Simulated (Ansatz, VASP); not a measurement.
# One calculation of La3Si2O, two programs

INCAR

```
SYSTEM = La3Si2O
PREC = Accurate ; ENCUT = 600
EDIFF = 1E-6 ; ISMEAR = 0
SIGMA = 0.2 ; LREAL = .False.
LASPH = .True. ; NELM = 200
ALGO = Normal ; ISIF = 2
LWAVE = .False. ; LCHARG = .False.
GGA = PE ; NBANDS = 59
GGA_COMPAT = .False. ; LMAXMIX = 6
```

Contents of KPOINTS:

```
regular mesh
0
Gamma
  6 4 2
  0 0 0
```

File POSCAR:

```
La3Si2O
1.0
    0.0000000000      0.0000000000     -3.9839804769
    3.9014260717     -6.7574681781      0.0000000000
  -11.7042782150     -6.7574681781      0.0000000000
La Si O
6 4 2
Direct
    0.5000000000      0.2500000000      0.7500000000
    0.5000000000      0.7500000000      0.2500000000
    0.5000000000      0.7500000000      0.7500000000
    0.5000000000      0.2500000000      0.2500000000
    0.5000000000      0.5000000000      1.0000000000
    0.5000000000      1.0000000000      0.5000000000
    0.0000000000      0.5000000000      0.8333333333
    0.0000000000      1.0000000000      0.3333333333
    0.0000000000      1.0000000000      0.6666666667
    0.0000000000      0.5000000000      0.1666666667
    0.0000000000      0.5000000000      0.5000000000
    0.0000000000      0.0000000000      0.0000000000
```

Input for Ansatz:

```yaml
crystal:
  lattice:
    - [0.0, 0.0, -3.9839804769]
    - [3.9014260717, -6.7574681781, 0.0]
    - [-11.704278215, -6.7574681781, 0.0]
  atoms:
    - { symbol: La, position: [0.5, 0.25, 0.75] }
    - { symbol: La, position: [0.5, 0.75, 0.25] }
    - { symbol: La, position: [0.5, 0.75, 0.75] }
    - { symbol: La, position: [0.5, 0.25, 0.25] }
    - { symbol: La, position: [0.5, 0.5, 1.0] }
    - { symbol: La, position: [0.5, 1.0, 0.5] }
    - { symbol: Si, position: [0.0, 0.5, 0.8333333333] }
    - { symbol: Si, position: [0.0, 1.0, 0.3333333333] }
    - { symbol: Si, position: [0.0, 1.0, 0.6666666667] }
    - { symbol: Si, position: [0.0, 0.5, 0.1666666667] }
    - { symbol: O, position: [0.0, 0.5, 0.5] }
    - { symbol: O, position: [0.0, 0.0, 0.0] }
basis:
  ecutwfc: 420
kpoints:
  mp_grid: { grid: [6, 4, 2] }
hamiltonian:
  xc: pbe
scf:
  occupations: { method: gaussian, width: 0.2 }
  lower_state_search: "off"
output:
  forces: true
  stress: true
  eigenvalues: true
```

Alike in both runs: task single point; functional PBE; k mesh 6 × 4 × 2; occupations gaussian, width 0.2 eV; no spin polarisation.

|  | VASP | Ansatz |
| --- | --- | --- |
| version | VASP 6.6.1 | Ansatz 0.2.0 |
| potentials or method | VASP PAW PBE potentials, release 64 (La, Si, O), cutoff 600 eV | scalar-relativistic, plane waves, PAW |
| valence electrons in the cell | 94 | 94 |

```csv
,VASP,Ansatz,Ansatz less VASP
gap on the k mesh at the Fermi level (eV),none,none,-
pressure (GPa),0.0,0.0,+0.05
```

A gap of «none» marks a metal or a gap that the smearing closes.

Neither program's run includes spin-orbit coupling.
